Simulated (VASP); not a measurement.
# ZnSe (P-4m2) in VASP: a series of runs

ZnSe is run at these levels: PBE; tasks: single point.

Program: VASP 6.6.1. These are calculated values, not measurements. Logs are shortened: lines on timing, memory, paths and dates and some standing lists are left out, and cuts for length are marked.

## 1. The cell of the first run

Symmetry: P-4m2, No. 115, tetragonal system. Conventional cell: a = 4.008 Å, b = 4.008 Å, c = 5.668 Å, α = 90.00°, β = 90.00°, γ = 90.00°. Zn (site symmetry 2mm) has 4 Se at 2.31 to 2.61 Å within 3.1 Å. Se (site symmetry -4m2) has 4 Zn at 2.31 Å within 3.1 Å. Se (site symmetry -4m2) has 4 Zn at 2.61 Å within 3.4 Å.

## 2. Single point, PBE (mode 7 (198.7 1/cm) frozen in, largest displacement +0.263 Å)

INCAR

```
SYSTEM = ZnSe
ALGO = Normal ; EDIFF = 1E-6
ENCUT = 520 ; GGA = PE
ISIF = 2 ; ISMEAR = 0
LASPH = .TRUE. ; LCHARG = .FALSE.
LREAL = .FALSE. ; LWAVE = .FALSE.
NBANDS = 26 ; NELM = 100
PREC = Accurate ; SIGMA = 0.05
```

KPOINTS

```
k-points
0
G
  8 8 6
  0 0 0
```

POSCAR

```
ZnSe
1.0
    0.0000000000     -2.8338000000     -2.8338000000
    0.0000000000      2.8338000000     -2.8338000000
    5.6676000000      0.0000000000      0.0000000000
Zn Se
2 2
Direct
    0.5000000000      0.5000000000      0.4536840991
    0.0000000000      0.0000000000      0.0463159009
    0.0000000000      0.5000000000      0.2500000000
    0.5000000000      0.0000000000      0.7500000000
```

Potentials or basis: VASP PAW PBE potentials, release 64 (Zn, Se).

Command:

```
> cat potpaw_PBE.64/Zn/POTCAR potpaw_PBE.64/Se/POTCAR > POTCAR
> mpirun -np 1 vasp_std > vasp.out
```

OUTCAR:

```text
SYSTEM = ZnSe
   EDIFF = 1E-6
   ENCUT = 520
   GGA = PE
   ISIF = 2
   ISMEAR = 0
   LASPH = .TRUE.
   LREAL = .FALSE.
   NELM = 100
   PREC = Accurate

 ion  position               nearest neighbor table
   1  0.500  0.500  0.454-   3 2.31   3 2.31   4 2.61   4 2.61
   2  0.000  0.000  0.046-   3 2.31   3 2.31   4 2.61   4 2.61
   3  0.000  0.500  0.250-   1 2.31   2 2.31   2 2.31   1 2.31
   4  0.500  0.000  0.750-   1 2.61   2 2.61   1 2.61   2 2.61

  LATTYP: Found a simple tetragonal cell.
 ALAT       =     4.0075983931
 C/A-ratio  =     1.4142135624

  Lattice vectors:

 A1 = (   0.0000000000,  -2.8338000000,  -2.8338000000)
 A2 = (   0.0000000000,   2.8338000000,  -2.8338000000)
 A3 = (   5.6676000000,   0.0000000000,   0.0000000000)

Analysis of symmetry for initial positions (statically):
=====================================================================
 Subroutine PRICEL returns:
 Original cell was already a primitive cell.

 Routine SETGRP: Setting up the symmetry group for a
 simple tetragonal supercell.

 Subroutine GETGRP returns: Found  8 space group operations
 (whereof  4 operations were pure point group operations)
 out of a pool of 16 trial point group operations.

The static configuration has the point symmetry C_2v.
 The point group associated with its full space group is D_2d.

Analysis of symmetry for dynamics (positions and initial velocities):
=====================================================================
 Subroutine PRICEL returns:
 Original cell was already a primitive cell.

 Routine SETGRP: Setting up the symmetry group for a
 simple tetragonal supercell.

 Subroutine GETGRP returns: Found  8 space group operations
 (whereof  4 operations were pure point group operations)
 out of a pool of 16 trial point group operations.

The dynamic configuration has the point symmetry C_2v.
 The point group associated with its full space group is D_2d.

 Subroutine INISYM returns: Found  8 space group operations
 (whereof  4 operations are pure point group operations),
 and found     1 'primitive' translations

----------------------------------------------------------------------------------------

                                     Primitive cell

  volume of cell :      91.0264

  direct lattice vectors                    reciprocal lattice vectors
     0.000000000 -2.833800000 -2.833800000     0.000000000 -0.176441527 -0.176441527
     0.000000000  2.833800000 -2.833800000     0.000000000  0.176441527 -0.176441527
     5.667600000  0.000000000  0.000000000     0.176441527  0.000000000  0.000000000

  length of vectors
     4.007598393  4.007598393  5.667600000     0.249526001  0.249526001  0.176441527

  position of ions in fractional coordinates (direct lattice)
     0.500000000  0.500000000  0.453684099
     0.000000000  0.000000000  0.046315901
     0.000000000  0.500000000  0.250000000
     0.500000000  0.000000000  0.750000000

  ion indices of the primitive-cell ions
   primitive index   ion index
                 1           1
                 2           2
                 3           3
                 4           4

----------------------------------------------------------------------------------------

 KPOINTS: k-points

Automatic generation of k-mesh.
 Grid dimensions read from file:
 generate k-points for:    8    8    6

 Generating k-lattice:

  Cartesian coordinates                     Fractional coordinates (reciprocal lattice)
     0.000000000 -0.022055191 -0.022055191     0.125000000  0.000000000  0.000000000
     0.000000000  0.022055191 -0.022055191     0.000000000  0.125000000  0.000000000
     0.029406921  0.000000000  0.000000000     0.000000000  0.000000000  0.166666667

  Length of vectors
     0.031190750  0.031190750  0.029406921

  Shift w.r.t. Gamma in fractional coordinates (k-lattice)
     0.000000000  0.000000000  0.000000000

 Subroutine IBZKPT returns following result:
 ===========================================

 Found     60 irreducible k-points:

 Following reciprocal coordinates:
            Coordinates               Weight
  0.000000  0.000000  0.000000      1.000000
  0.125000  0.000000  0.000000      4.000000
  0.250000  0.000000  0.000000      4.000000
  0.375000  0.000000  0.000000      4.000000
  0.500000  0.000000  0.000000      2.000000
  0.125000  0.125000  0.000000      4.000000
[... 16 lines left out ...]
  0.375000  0.125000  0.166667     16.000000
  0.500000  0.125000  0.166667      8.000000
 [... further k-points ...]
   k-points           NKPTS =     60   k-points in BZ     NKDIM =     60   number of bands    NBANDS=     26
   number of dos      NEDOS =    301   number of ions     NIONS =      4
   total plane-waves  NPLWV =  37800
   dimension x,y,z NGX =    30 NGY =   30 NGZ =   42
   dimension x,y,z NGXF=    60 NGYF=   60 NGZF=   84
   ions per type =               2   2
   NGX,Y,Z   is equivalent  to a cutoff of  12.44, 12.44, 12.32 a.u.
   NGXF,Y,Z  is equivalent  to a cutoff of  24.89, 24.89, 24.64 a.u.
 SYSTEM =  ZnSe
   PREC   = accura    normal or accurate (medium, high low for compatibility)
   ISTART =      0    job   : 0-new  1-cont  2-samecut
   ICHARG =      2    charge: 1-file 2-atom 10-const
   ISPIN  =      1    spin polarized calculation?
   LNONCOLLINEAR =      F non collinear calculations
   LSORBIT =      F    spin-orbit coupling
   LASPH  =      T    aspherical Exc in radial PAW
   ENCUT  =  520.0 eV  38.22 Ry    6.18 a.u.   7.45  7.45 10.54*2*pi/ulx,y,z
   NELM   =    100;   NELMIN=  2; NELMDL= -5     # of ELM steps
   EDIFF  = 0.1E-05   stopping-criterion for ELM
   LREAL  =      F    real-space projection
   EDIFFG = 0.1E-04   stopping-criterion for IOM
   NSW    =      0    number of steps for IOM
   IBRION =     -1    ionic relax: 0-MD 1-quasi-New 2-CG
   NFREE  =      0    steps in history (QN), initial steepest desc. (CG)
   ISIF   =      2    stress and relaxation
   ISYM   =      2    0-nonsym 1-usesym 2-fastsym
   POTIM  = 0.5000    time-step for ionic-motion
   TEBEG  =    0.0;   TEEND  =   0.0 temperature during run
   PSTRESS=    0.0 pullay stress
   NELECT =      36.0000    total number of electrons
   NUPDOWN=      -1.0000    fix difference up-down
   EMIN   =  10.00;   EMAX   =-10.00  energy-range for DOS
   EFERMI =   0.00;   METHOD = LEGACY
   ISMEAR =     0;   SIGMA  =   0.05  broadening in eV -4-tet -1-fermi 0-gaus
   EFERMI_NEDOS =   21; number of points for ismear=-14 and -15
   IALGO  =     38    algorithm
   IMIX   =      4    mixing-type and parameters
     AMIX     =   0.40;   BMIX     =  1.00
     AMIX_MAG =   1.60;   BMIX_MAG =  1.00
  volume/ion in A,a.u.               =      22.76       153.57
  Fermi-wavevector in a.u.,A,eV,Ry     =   1.201673  2.270834 19.647073  1.444019
  Thomas-Fermi vector in A             =   2.337476
   LORBIT       =      0    0 simple, 1 ext, 2 COOP (PROOUT), +10 PAW based schemes
   GGA     = PE    functional components
   LHFCALC =     F    Hartree Fock is set to
   AEXX    =    0.0000 exact exchange contribution
   IVDW    =     0    specifies the selected vdW correction
   LEPSILON=     F    determine dielectric tensor
   LRPA    =     F    only Hartree local field effects (RPA)
 non-spin polarized calculation
 Gauss-broadening in eV      SIGMA  =   0.05
  energy-cutoff  :      520.00
  volume of cell :       91.03
 maximum number of plane-waves:      2486
 NGX is ok and might be reduce to    30
   NGX = 15   NGY = 15   NGZ = 21

 number of electron      36.0000059 magnetization

 Free energy of the ion-electron system (eV)
  ---------------------------------------------------
  ext. energy  EPLUGINS =         0.00000000
  ---------------------------------------------------
  free energy    TOTEN  =       -11.38694071 eV

  energy without entropy =      -11.38694071  energy(sigma->0) =      -11.38694071

 E-fermi :   2.0661     XC(G=0):  -9.3241

 val. band max:        1.8458837040   @ k =   0.0000   0.0000   0.0000
 cond. band min:       2.6662281126   @ k =   0.0000   0.0000   0.0000
 fundamental gap:      0.8203444086
 Fermi energy:         2.0661318822

 k-point     1 :       0.0000    0.0000    0.0000
  band No.  band energies     occupation
      1     -12.3114      2.00000
      2     -10.0766      2.00000
      3      -5.4391      2.00000
      4      -5.3219      2.00000
      5      -5.3219      2.00000
      6      -4.9354      2.00000
[... 18 lines left out ...]
     25      11.3669      0.00000
     26      12.3252      0.00000

 k-point     2 :       0.1250    0.0000    0.0000
  band No.  band energies     occupation
      1     -12.2583      2.00000
      2     -10.0603      2.00000
      3      -5.4126      2.00000
      4      -5.3230      2.00000
      5      -5.3104      2.00000
      6      -4.9352      2.00000
[... 18 lines left out ...]
     25      11.3216      0.00000
     26      11.3289      0.00000

 k-point     3 :       0.2500    0.0000    0.0000
  band No.  band energies     occupation
      1     -12.1222      2.00000
      2     -10.0249      2.00000
      3      -5.3570      2.00000
      4      -5.3264      2.00000
      5      -5.2640      2.00000
      6      -4.9468      2.00000
[... 18 lines left out ...]
     25      10.2962      0.00000
     26      10.3856      0.00000

 k-point     4 :       0.3750    0.0000    0.0000
  band No.  band energies     occupation
      1     -11.9728      2.00000
      2      -9.9969      2.00000
      3      -5.3310      2.00000
      4      -5.2904      2.00000
      5      -5.1990      2.00000
      6      -4.9561      2.00000
[... 18 lines left out ...]
     25       9.7272      0.00000
     26       9.8829      0.00000

 k-point     5 :       0.5000    0.0000    0.0000
  band No.  band energies     occupation
      1     -11.9061      2.00000
      2      -9.9884      2.00000
      3      -5.3334      2.00000
      4      -5.2421      2.00000
      5      -5.1706      2.00000
      6      -4.9498      2.00000
[... 18 lines left out ...]
     25       9.0244      0.00000
     26       9.5447      0.00000

 k-point     6 :       0.1250    0.1250    0.0000
  band No.  band energies     occupation
      1     -12.2062      2.00000
      2     -10.0415      2.00000
      3      -5.3906      2.00000
      4      -5.3351      2.00000
      5      -5.2855      2.00000
      6      -4.9295      2.00000
[... 427 lines left out ...]
 k-point    21 :       0.1250    0.1250    0.1667
  band No.  band energies     occupation
      1     -12.1890      2.00000
      2     -10.0724      2.00000
      3      -5.3935      2.00000
      4      -5.3300      2.00000
      5      -5.2839      2.00000
      6      -4.9281      2.00000
[... 18 lines left out ...]
     25       9.4181      0.00000
     26      11.1137      0.00000

 k-point    22 :       0.2500    0.1250    0.1667
  band No.  band energies     occupation
      1     -12.0611      2.00000
      2     -10.0161      2.00000
      3      -5.3525      2.00000
      4      -5.3353      2.00000
      5      -5.2276      2.00000
      6      -4.9300      2.00000
[... 18 lines left out ...]
     25       9.0404      0.00000
     26      10.5334      0.00000

 k-point    23 :       0.3750    0.1250    0.1667
  band No.  band energies     occupation
      1     -11.9222      2.00000
      2      -9.9628      2.00000
      3      -5.3452      2.00000
      4      -5.2930      2.00000
      5      -5.1602      2.00000
      6      -4.9297      2.00000
[... 18 lines left out ...]
     25       9.2856      0.00000
     26      10.5202      0.00000

 k-point    24 :       0.5000    0.1250    0.1667
  band No.  band energies     occupation
      1     -11.8609      2.00000
      2      -9.9421      2.00000
      3      -5.3474      2.00000
      4      -5.2555      2.00000
      5      -5.1315      2.00000
      6      -4.9157      2.00000
[... 18 lines left out ...]
     25       9.3309      0.00000
     26      10.1162      0.00000

 [... further k-points ...]

------------------------ aborting loop because EDIFF is reached ----------------------------------------

  FORCE on cell =-STRESS in cart. coord.  units (eV):
  Direction    XX          YY          ZZ          XY          YZ          ZX
  --------------------------------------------------------------------------------------
  -------------------------------------------------------------------------------------
  Total        0.8967179      3.0841346      3.0841346      0.0000000     -0.0000000      0.0000000
  in kB       15.7833374     54.2845613     54.2845613      0.0000000     -0.0000000      0.0000000
  external PRESSURE =      41.4508200 kB  Pullay stress =       0.0000000 kB

 VOLUME and BASIS-vectors are now :
 -----------------------------------------------------------------------------
  energy-cutoff  :      520.00
  volume of cell :       91.03
      direct lattice vectors                 reciprocal lattice vectors
     0.000000000 -2.833800000 -2.833800000     0.000000000 -0.176441527 -0.176441527
     0.000000000  2.833800000 -2.833800000     0.000000000  0.176441527 -0.176441527
     5.667600000  0.000000000  0.000000000     0.176441527  0.000000000  0.000000000

 POSITION                                       TOTAL-FORCE (eV/Angst)
 -----------------------------------------------------------------------------------
      2.57130      0.00000     -2.83380         2.459854      0.000000     -0.000000
      0.26250      0.00000      0.00000        -2.459854     -0.000000      0.000000
      1.41690      1.41690     -1.41690         0.000000      0.000000     -0.000000
      4.25070     -1.41690     -1.41690        -0.000000      0.000000     -0.000000
 -----------------------------------------------------------------------------------
    total drift:                               -0.000000      0.000000     -0.000000

  FREE ENERGIE OF THE ION-ELECTRON SYSTEM (eV)
  ---------------------------------------------------
  free  energy   TOTEN  =       -11.3869407062 eV

  energy  without entropy=      -11.3869407062  energy(sigma->0) =      -11.38694071
```

Wall time 47 s (1 thread of Intel Xeon 6975P-C (Granite Rapids), shared host); peak memory 0.26 GiB.

Results:

- Free energy: -11.3869 eV
- Pressure: 4.1 GPa
- Largest force: 2.460 eV/Å
- Band gap on the k mesh: 0.82 eV, direct

Forces on the atoms (eV/Å):
```
Zn   2.460  0.000  0.000
Zn  -2.460  0.000  0.000
Se   0.000  0.000  0.000
Se   0.000  0.000  0.000
```

Caveat: the cell differs from its parent crystal (mode 7 (198.7 1/cm) frozen in, largest displacement +0.263 Å); forces of over 1 eV/Å act on the atoms, so gaps and moduli don't describe the material at rest.

## 3. Single point, PBE (mode 7 (198.7 1/cm) frozen in, largest displacement +0.188 Å)

INCAR

```
SYSTEM = ZnSe
ALGO = Normal ; EDIFF = 1E-7
ENCUT = 520 ; GGA = PE
ISIF = 2 ; ISMEAR = 0
LASPH = .True. ; LCHARG = .True.
LELF = .True. ; LREAL = .False.
LVHAR = .True. ; LWAVE = .False.
NBANDS = 26 ; NELM = 80
PREC = Accurate ; SIGMA = 0.05
```

KPOINTS

```
k-points
0
Gamma
  8 8 6
  0 0 0
```

Edit POSCAR of step 2 so:

```diff
@@ -8,4 +8,4 @@
 Direct
-    0.5000000000      0.5000000000      0.4536840991
-    0.0000000000      0.0000000000      0.0463159009
+    0.5000000000      0.5000000000      0.4669172136
+    0.0000000000      0.0000000000      0.0330827864
     0.0000000000      0.5000000000      0.2500000000
```

Potentials or basis: VASP PAW PBE potentials, release 64 (Zn, Se).

Command:

```
> cat potpaw_PBE.64/Zn/POTCAR potpaw_PBE.64/Se/POTCAR > POTCAR
> mpirun -np 1 vasp_std > vasp.out
```

OUTCAR:

```text
SYSTEM = ZnSe
   EDIFF = 1E-7
   ENCUT = 520
   GGA = PE
   ISIF = 2
   ISMEAR = 0
   LASPH = .True.
   LREAL = .False.
   NELM = 80
   PREC = Accurate

 ion  position               nearest neighbor table
   1  0.500  0.500  0.467-   3 2.35   3 2.35   4 2.57   4 2.57
   2  0.000  0.000  0.033-   3 2.35   3 2.35   4 2.57   4 2.57
   3  0.000  0.500  0.250-   1 2.35   2 2.35   2 2.35   1 2.35
   4  0.500  0.000  0.750-   1 2.57   2 2.57   1 2.57   2 2.57

  LATTYP: Found a simple tetragonal cell.
[... 896 lines left out ...]

  FORCE on cell =-STRESS in cart. coord.  units (eV):
  Direction    XX          YY          ZZ          XY          YZ          ZX
  --------------------------------------------------------------------------------------
  -------------------------------------------------------------------------------------
  Total        1.1179929      2.2324952      2.2324952      0.0000000     -0.0000000      0.0000000
  in kB       19.6780494     39.2946595     39.2946595      0.0000000     -0.0000000      0.0000000
  external PRESSURE =      32.7557895 kB  Pullay stress =       0.0000000 kB

 VOLUME and BASIS-vectors are now :
 -----------------------------------------------------------------------------
  energy-cutoff  :      520.00
  volume of cell :       91.03
      direct lattice vectors                 reciprocal lattice vectors
     0.000000000 -2.833800000 -2.833800000     0.000000000 -0.176441527 -0.176441527
     0.000000000  2.833800000 -2.833800000     0.000000000  0.176441527 -0.176441527
     5.667600000  0.000000000  0.000000000     0.176441527  0.000000000  0.000000000

 POSITION                                       TOTAL-FORCE (eV/Angst)
 -----------------------------------------------------------------------------------
      2.64630      0.00000     -2.83380         1.779578      0.000000      0.000000
      0.18750      0.00000      0.00000        -1.779578     -0.000000     -0.000000
      1.41690      1.41690     -1.41690        -0.000000      0.000000      0.000000
      4.25070     -1.41690     -1.41690        -0.000000      0.000000      0.000000
 -----------------------------------------------------------------------------------
    total drift:                               -0.000000     -0.000000      0.000000

  FREE ENERGIE OF THE ION-ELECTRON SYSTEM (eV)
  ---------------------------------------------------
  free  energy   TOTEN  =       -11.7053263594 eV

  energy  without entropy=      -11.7053263593  energy(sigma->0) =      -11.70532636
```

Run time: 49 s. Hardware: 1 thread of Intel Xeon 6975P-C (Granite Rapids), shared host; peak memory 0.26 GiB.

What came out:

- Free energy: -11.7053 eV
- Pressure: 3.3 GPa
- Largest force: 1.780 eV/Å
- Band gap on the k mesh: 1.04 eV, direct

Forces in eV/Å, atoms in the order of the input:
```
Zn   1.780  0.000  0.000
Zn  -1.780  0.000  0.000
Se   0.000  0.000  0.000
Se   0.000  0.000  0.000
```

Caveat: the cell differs from its parent crystal (mode 7 (198.7 1/cm) frozen in, largest displacement +0.188 Å); forces of over 1 eV/Å act on the atoms, so gaps and moduli don't describe the material at rest.

## 4. Single point, PBE (mode 7 (198.7 1/cm) frozen in, largest displacement +0.113 Å)

INCAR

```
PREC = Accurate
ENCUT = 520
EDIFF = 1E-7
ISMEAR = 0
SIGMA = 0.05
LREAL = F
LASPH = T
NELM = 100
ALGO = Normal
ISIF = 2
LWAVE = F
LCHARG = F
GGA = PE
NBANDS = 26
```

KPOINTS

```
Automatic mesh
0
Gamma
  8 8 6
```

Edit POSCAR of step 3 so:

```diff
@@ -8,4 +8,4 @@
 Direct
-    0.5000000000      0.5000000000      0.4669172136
-    0.0000000000      0.0000000000      0.0330827864
+    0.5000000000      0.5000000000      0.4801503282
+    0.0000000000      0.0000000000      0.0198496718
     0.0000000000      0.5000000000      0.2500000000
```

Command:

```
> cat potpaw_PBE.64/Zn/POTCAR potpaw_PBE.64/Se/POTCAR > POTCAR
> mpirun -np 1 vasp_std > vasp.out
```

Wall time 49 s (1 thread of Intel Xeon 6975P-C (Granite Rapids), shared host); peak memory 0.26 GiB.

It converged, with:

- Free energy: -11.9198 eV
- Pressure: 2.7 GPa
- Largest force: 1.076 eV/Å
- Band gap on the k mesh: 1.19 eV, direct

Forces on the atoms (eV/Å):
```
Zn   1.076  0.000  0.000
Zn  -1.076  0.000  0.000
Se   0.000  0.000  0.000
Se   0.000  0.000  0.000
```

Stress tensor (GPa, compression positive):
```
2.20 0.00 0.00
0.00 2.91 0.00
0.00 0.00 2.91
```

Levels at points of the mesh, in eV from the valence-band top:
| k point | band 16 | band 17 | band 18 | band 19 | band 20 | band 21 |
| --- | --- | --- | --- | --- | --- | --- |
| (0.00, 0.00, 0.00) | -0.04 | 0.00 | 0.00 | 1.19 | 2.97 | 3.31 |
| (0.50, 0.00, 0.00) | -2.53 | -1.30 | -0.62 | 3.79 | 4.35 | 6.11 |
| (0.50, 0.50, 0.00) | -2.17 | -2.17 | -1.97 | 2.43 | 3.40 | 3.40 |
| (0.00, 0.00, 0.50) | -1.67 | -0.93 | -0.93 | 3.52 | 3.61 | 4.20 |
| (0.50, 0.00, 0.50) | -0.91 | -0.89 | -0.57 | 2.42 | 2.53 | 6.04 |
| (0.50, 0.50, 0.50) | -2.74 | -2.74 | -2.58 | 5.05 | 5.49 | 5.49 |

Caveat: the cell differs from its parent crystal (mode 7 (198.7 1/cm) frozen in, largest displacement +0.113 Å); forces of over 1 eV/Å act on the atoms, so gaps and moduli don't describe the material at rest.
